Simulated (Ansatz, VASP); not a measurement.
Two plane-wave programs on MgO

POSCAR

```
MgO
1.0
    3.4863778627      0.0000000000      0.0000000000
   -1.7431889314      3.0192917963      0.0000000000
    0.0000000000      0.0000000000      4.1780412200
Mg O
2 2
Direct
    0.6666666667      0.3333333333      0.7500000000
    0.3333333333      0.6666666667      0.2500000000
    0.6186789650      0.2982038976      0.2500000000
    0.3333333333      0.6666666667      0.7500000000
```

INCAR.step1

```
PREC = Accurate
ENCUT = 520
ISMEAR = 1
SIGMA = 0.02
LREAL = F
LASPH = T
NELM = 60
NBANDS = 16
GGA = PE
ALGO = Normal
EDIFF = 1E-4
LWAVE = T
LCHARG = F
```

File INCAR.step2:

```
PREC = Accurate
ENCUT = 520
EDIFF = 1E-7
ISMEAR = 1
SIGMA = 0.02
LREAL = F
LASPH = T
NELM = 60
ALGO = Normal
ISIF = 2
LWAVE = F
LCHARG = F
METAGGA = R2SCAN
LMIXTAU = T
NBANDS = 16
ISTART = 1
```

The input KPOINTS:

```
Automatic mesh
0
Gamma
  6 6 6
```

Input for Ansatz:

```yaml
crystal:
  lattice:
    - [3.4863778627, 0.0, 0.0]
    - [-1.7431889314, 3.0192917963, 0.0]
    - [0.0, 0.0, 4.17804122]
  atoms:
    - { symbol: Mg, position: [0.6666666667, 0.3333333333, 0.75] }
    - { symbol: Mg, position: [0.3333333333, 0.6666666667, 0.25] }
    - { symbol: O, position: [0.618678965, 0.2982038976, 0.25] }
    - { symbol: O, position: [0.3333333333, 0.6666666667, 0.75] }
basis:
  ecutwfc: 500
kpoints:
  mp_grid: { grid: [6, 6, 6] }
hamiltonian:
  xc: r2scan
scf:
  occupations: { method: cold, width: 0.02 }
output:
  forces: true
  stress: true
  eigenvalues: true
```

Alike in both runs: task single point; functional r2SCAN; k mesh 6 × 6 × 6; no spin polarisation.

|  | VASP | Ansatz |
| --- | --- | --- |
| version | VASP 6.6.1 | Ansatz 0.2.0 |
| potentials or method | VASP PAW PBE potentials, release 64 (Mg, O), cutoff 520 eV | scalar-relativistic, plane waves, PAW |
| occupations | methfessel-paxton of order 1, width 0.02 eV | cold, width 0.02 eV |
| valence electrons in the cell | 16 | 32 |

Ansatz gave:

| Quantity | Value |
| --- | --- |
| gap on the k mesh at the Fermi level (eV) | 4.05 |
| least direct gap on the mesh (eV) | 4.05 |
| pressure (GPa) | 1.1 |
| traceless stress, the component that is largest in VASP (GPa) | 3.93 |
| rms of the force components (eV/Å) | 0.518 |

Estimate VASP's values.

gap on the k mesh at the Fermi level (eV): 4.04; least direct gap on the mesh (eV): 4.04; pressure (GPa): 0.3; traceless stress, the component that is largest in VASP (GPa): 4.08; rms of the force components (eV/Å): 0.523.

VASP's potentials were made for PBE, not for r2SCAN. Atom by atom the forces differ by 0.006 eV/Å (rms over components). VASP's potentials hold 16 valence electrons a cell and Ansatz's 32, so a difference there can come from the potentials and not from the codes.
